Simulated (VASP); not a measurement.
CuI: single point with PBE

Crystal: CuI.

```
Cu I
1.0
     0.00000    3.02656    3.27975
     3.27975    0.00000    3.27975
     3.27975    3.02656    0.00000
Cu I
1 1
Direct
  0.75000 0.75000 0.75000
  0.00000 0.00000 0.00000
```

This cell differs from its parent crystal: volume 32.556 Å^3 an atom, c/a of the conventional cell 0.9228.

| Quantity | Value |
| --- | --- |
| Program | VASP 6.6.1 |
| Task | single point |
| Functional | PBE |
| Potentials or basis | VASP PAW PBE potentials, release 64 (Cu, I) |
| Cutoff | 520 eV |
| k mesh | 8 × 8 × 8 |
| Occupations | gaussian, width 0.05 eV |
| Spin | no spin polarisation |
| Dipole correction | no |
| Further INCAR settings | ALGO = Normal; EDIFF = 1e-07; NBANDS = 16 |

| Item | Value |
| --- | --- |
| Pressure | -3.9 GPa |
| Band gap on the k mesh | 0.74 eV, direct |

Stress tensor (GPa, compression positive):
```
-4.35  0.00  0.00
 0.00 -3.03  0.00
 0.00  0.00 -4.35
```

Levels at points of the mesh, in eV from the valence-band top:
| k point | band 7 | band 8 | band 9 | band 10 | band 11 | band 12 |
| --- | --- | --- | --- | --- | --- | --- |
| (0.00, 0.00, 0.00) | -0.08 | -0.08 | 0.00 | 0.74 | 4.98 | 4.98 |
| (0.50, 0.00, 0.00) | -1.28 | -0.57 | -0.49 | 1.95 | 5.22 | 5.75 |
| (0.50, 0.50, 0.00) | -1.25 | -1.12 | -1.00 | 3.05 | 3.06 | 7.98 |
| (0.50, 0.00, 0.50) | -1.27 | -1.08 | -1.08 | 2.51 | 2.85 | 8.58 |

Wall time 25 s on 1 thread of Intel(R) Xeon(R) 6975P-C (Granite Rapids) (shared host), peak memory 0.24 GiB.

Caveat: spin-orbit coupling is left out, which moves the levels of the heavy elements.
